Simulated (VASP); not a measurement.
# Ga3FeO6 in VASP: single point with PBE

Aim: the single point of Ga3FeO6 with PBE.

All numbers are computed with VASP 6.6.1; they aren't measurements. Logs are shortened: lines on timing, memory, paths and dates and some standing lists are left out, and cuts for length are marked.

### Step 1. The cell of the first run

The typed cell holds 10 atoms: a = 5.077 Å, b = 5.076 Å, c = 5.424 Å, α = 117.90°, β = 90.00°, γ = 120.00°.

### Step 2. Single point, PBE, collinear spin, ferromagnetic start

The input, INCAR:

```
  ALGO = Normal
  EDIFF = 1E-6
  ENCUT = 520
  GGA = PE
  ISIF = 2
  ISMEAR = 0
  ISPIN = 2
  LASPH = T
  LCHARG = F
  LMAXMIX = 4
  LORBIT = 11
  LREAL = F
  LWAVE = F
  MAGMOM = 0 0 0 4 0 0 0 0 0 0
  NBANDS = 56
  NELM = 150
  PREC = Accurate
  SIGMA = 0.1
```

The input, KPOINTS:

```
k-points
0
Gamma
  4 4 4
```

The input, POSCAR:

```
Ga3FeO6
1.0
    5.0765031104     -0.0000389096      0.0000028656
   -2.5382852569      4.3962328231     -0.0008060205
    0.0000250654     -2.9302155944      4.5641064102
Ga Fe O
3 1 6
Direct
    0.3528392300      0.2056736040      0.0585111606
    0.8573277677      0.2146514664      0.5719724333
    0.6447429099      0.7895020262      0.9342336652
    0.1399175504      0.7798255432      0.4197231167
    0.5581475002      0.0039956603      0.7546459714
    0.4505826484      0.0054049707      0.2505277951
    0.2506608305      0.3087920404      0.7546365964
    0.9458537703      0.6965113250      0.7546606767
    0.7451185885      0.6957172182      0.2505580649
    0.0548092041      0.2999261457      0.2505305197
```

Potentials or basis: VASP PAW PBE potentials, release 64 (Ga_d, Fe, O).

The run is started by

```bash
cat potpaw_PBE.64/Ga_d/POTCAR potpaw_PBE.64/Fe/POTCAR potpaw_PBE.64/O/POTCAR > POTCAR
mpirun -np 1 vasp_std > vasp.out
```

OUTCAR:

```text
EDIFF = 1E-6
   ENCUT = 520
   GGA = PE
   ISIF = 2
   ISMEAR = 0
   ISPIN = 2
   LASPH = T
   LORBIT = 11
   LREAL = F
   NELM = 150
   PREC = Accurate

 ion  position               nearest neighbor table
   1  0.353  0.206  0.059-   9 1.96   6 1.96  10 1.96   8 2.08   5 2.08   7 2.08   4 2.92
   2  0.857  0.215  0.572-   8 1.95   5 1.95   7 1.95   9 2.12  10 2.12   6 2.12   3 2.91   4 3.01
                             4 3.01   4 3.01
   3  0.645  0.790  0.934-   7 1.95   5 1.95   8 1.95  10 2.11   6 2.11   9 2.11   2 2.91
   4  0.140  0.780  0.420-   6 1.95   9 1.95  10 1.95   7 2.18   5 2.18   8 2.18   1 2.92   2 3.01
                             2 3.01   2 3.01
   5  0.558  0.004  0.755-   3 1.95   2 1.95   1 2.08   4 2.18
   6  0.451  0.005  0.251-   4 1.95   1 1.96   3 2.11   2 2.12
   7  0.251  0.309  0.755-   3 1.95   2 1.95   1 2.08   4 2.18
   8  0.946  0.697  0.755-   2 1.95   3 1.95   1 2.08   4 2.18
   9  0.745  0.696  0.251-   4 1.95   1 1.96   3 2.11   2 2.12
  10  0.055  0.300  0.251-   4 1.95   1 1.96   3 2.11   2 2.12

  LATTYP: Found a base centered monoclinic cell.
 ALAT       =     9.5860050065
 B/A-ratio  =     0.5295744272
 C/A-ratio  =     0.7749267904
 COS(beta)  =    -0.8261305878

  Lattice vectors:

 A1 = (   2.5382601915,  -1.4660172287,  -4.5633003897)
 A2 = (  -2.5382429189,  -1.4659783191,  -4.5633032553)
 A3 = (  -0.0000423380,   5.8622111422,   4.5624972348)

Analysis of symmetry for initial positions (statically):
=====================================================================
 Subroutine PRICEL returns:
 Original cell was already a primitive cell.

 Routine SETGRP: Setting up the symmetry group for a
 base centered monoclinic supercell.

 Subroutine GETGRP returns: Found  1 space group operations
 (whereof  1 operations were pure point group operations)
 out of a pool of  4 trial point group operations.

The static configuration has the point symmetry C_1 .

Analysis of symmetry for dynamics (positions and initial velocities):
=====================================================================
 Subroutine PRICEL returns:
 Original cell was already a primitive cell.

 Routine SETGRP: Setting up the symmetry group for a
 base centered monoclinic supercell.

 Subroutine GETGRP returns: Found  1 space group operations
 (whereof  1 operations were pure point group operations)
 out of a pool of  4 trial point group operations.

The dynamic configuration has the point symmetry C_1 .

Analysis of structural, dynamic, and magnetic symmetry:
[... 177 lines left out ...]

 val. band max:        4.7085636388   @ k =  -0.0000  -0.0000   0.2500
 cond. band min:       5.4153987376   @ k =  -0.0000  -0.0000   0.5000
 fundamental gap:      0.7068350987
 Fermi energy:         5.0669697281

 spin component 1

 k-point     1 :       0.0000    0.0000    0.0000
  band No.  band energies     occupation
      1     -14.9018      1.00000
      2     -13.1525      1.00000
      3     -13.1524      1.00000
      4     -13.1297      1.00000
      5     -13.0980      1.00000
      6     -13.0979      1.00000
[... 1333 lines left out ...]
     52      14.8561      0.00000
     53      15.3047      0.00000

 [... further k-points ...]

 spin component 2

 k-point     1 :       0.0000    0.0000    0.0000
  band No.  band energies     occupation
      1     -14.7017      1.00000
      2     -12.9929      1.00000
      3     -12.9929      1.00000
      4     -12.9100      1.00000
      5     -12.8295      1.00000
      6     -12.8294      1.00000
[... 1333 lines left out ...]
     52      15.0487      0.00000
     53      15.5583      0.00000

 [... further k-points ...]

 [bands above 53 left out]

------------------------ aborting loop because EDIFF is reached ----------------------------------------

  FORCE on cell =-STRESS in cart. coord.  units (eV):
  Direction    XX          YY          ZZ          XY          YZ          ZX
  --------------------------------------------------------------------------------------
  -------------------------------------------------------------------------------------
  Total        0.4540993      0.4578115      0.3835324      0.0004169      0.0016478      0.0000758
  in kB        7.1435371      7.2019338      6.0334322      0.0065589      0.0259221      0.0011932
  external PRESSURE =       6.7929677 kB  Pullay stress =       0.0000000 kB

 VOLUME and BASIS-vectors are now :
 -----------------------------------------------------------------------------
  energy-cutoff  :      520.00
  volume of cell :      101.85
      direct lattice vectors                 reciprocal lattice vectors
     5.076503110 -0.000038910  0.000002866     0.196986822  0.113749119  0.073027330
    -2.538285257  4.396232823 -0.000806021     0.000001661  0.227495217  0.146054884
     0.000025065 -2.930215594  4.564106410    -0.000000123  0.000040104  0.219126686

 POSITION                                       TOTAL-FORCE (eV/Angst)
 -----------------------------------------------------------------------------------
      1.26913      0.73273      0.26689        -0.000374     -0.000175     -0.014546
      3.80739     -0.73238      2.61037         0.000297     -0.000325      0.009211
      1.26908      0.73330      4.26331         0.000718     -0.000297     -0.029563
     -1.26912      2.19841      1.91503        -0.000465     -0.000230      0.005552
      2.82331     -2.19373      3.44428        -0.012764     -0.000602     -0.005996
      2.27367     -0.71036      1.14343        -0.005199     -0.016090      0.015846
      0.48870     -0.85374      3.44399         0.006561     -0.010451     -0.005652
      3.03370      0.85067      3.44379         0.005597      0.011078     -0.006263
      2.01667      2.32432      1.14302         0.016851      0.003669      0.015410
     -0.48305      0.58443      1.14321        -0.011223      0.013423      0.016002
 -----------------------------------------------------------------------------------
    total drift:                               -0.000002     -0.000018     -0.000806

  FREE ENERGIE OF THE ION-ELECTRON SYSTEM (eV)
  ---------------------------------------------------
  free  energy   TOTEN  =       -62.9337555963 eV

  energy  without entropy=      -62.9337555915  energy(sigma->0) =      -62.93375559

 total charge

# of ion       s       p       d       tot
------------------------------------------
    1        0.665   0.691  10.222  11.577
    2        0.665   0.685  10.216  11.566
    3        0.671   0.699  10.220  11.590
    4        0.364   0.504   5.851   6.718
    5        1.559   3.479   0.000   5.038
    6        1.563   3.470   0.000   5.033
    7        1.559   3.479   0.000   5.038
    8        1.559   3.479   0.000   5.038
    9        1.563   3.470   0.000   5.033
   10        1.563   3.470   0.000   5.033
--------------------------------------------------
tot         11.729  23.426  36.509  71.664

 magnetization (x)

# of ion       s       p       d       tot
------------------------------------------
    1        0.005   0.008   0.008   0.020
    2        0.003   0.002   0.002   0.007
    3        0.007   0.013   0.011   0.031
    4        0.016   0.032   3.944   3.991
    5        0.006   0.082   0.000   0.088
    6        0.008   0.149   0.000   0.157
    7        0.006   0.082   0.000   0.088
    8        0.006   0.082   0.000   0.088
    9        0.008   0.149   0.000   0.157
   10        0.008   0.149   0.000   0.157
--------------------------------------------------
tot          0.074   0.746   3.964   4.784
```

OSZICAR:

```text
N       E                     dE             d eps       ncg     rms          rms(c)
DAV:   1     0.108508204183E+04    0.10851E+04   -0.36467E+04  9600   0.255E+03
DAV:   2     0.164954083924E+03   -0.92013E+03   -0.83502E+03  8112   0.725E+02
DAV:   3    -0.572429112036E+02   -0.22220E+03   -0.21221E+03  9072   0.247E+02
[... 11 lines left out ...]
DAV:  15    -0.629336821159E+02    0.40220E-05   -0.80028E-04 11424   0.181E-01    0.116E-01
DAV:  16    -0.629337361900E+02   -0.54074E-04   -0.14977E-04  9960   0.848E-02    0.645E-02
DAV:  17    -0.629337518018E+02   -0.15612E-04   -0.39878E-05 10976   0.921E-02    0.255E-02
DAV:  18    -0.629337552158E+02   -0.34140E-05   -0.18836E-05 10672   0.355E-02    0.144E-02
DAV:  19    -0.629337555963E+02   -0.38055E-06   -0.98763E-07  6096   0.165E-02
   1 F= -.62933756E+02 E0= -.62933756E+02  d E =-.483952E-08  mag=     4.9999
```

stdout:

```text
POSCAR found type information on POSCAR GaFeO
 POSCAR found :  3 types and      10 ions
 scaLAPACK will be used
 LDA part: xc-table for (Slater+PW92), standard interpolation
 POSCAR, INCAR and KPOINTS ok, starting setup
 FFT: planning ... GRIDC
 FFT: planning ... GRID_SOFT
 FFT: planning ... GRID
 WAVECAR not read
 entering main loop
```

Wall time 22 min (1 thread of AMD EPYC 9755, shared host); peak memory 0.44 GiB.

What came out:

```yaml
Free_energy: -62.9338 eV
Pressure: 0.7 GPa
Largest_force: 0.030 eV/Å
Band_gap_on_the_k_mesh: 0.71 eV (least direct gap 0.77 eV)
Net_moment: 5.00 μB per cell
Site_moments: Ga +0.02, +0.01, +0.03; Fe +3.99; O +0.09, +0.16 (each value once) μB
Valence_electrons_inside_the_program's_atomic_spheres: Ga 11.58, 11.57, 11.59; Fe 6.72; O 5.04, 5.03 (each value once)
```

Forces on the atoms (eV/Å):
```
Ga   0.000  0.000 -0.015
Ga   0.000  0.000  0.009
Ga   0.001  0.000 -0.030
Fe   0.000  0.000  0.006
O   -0.013 -0.001 -0.006
O   -0.005 -0.016  0.016
O    0.007 -0.010 -0.006
O    0.006  0.011 -0.006
O    0.017  0.004  0.015
O   -0.011  0.013  0.016
```

Caveat: a cell with one magnetic atom can't hold antiferromagnetic order, which such compounds often take.
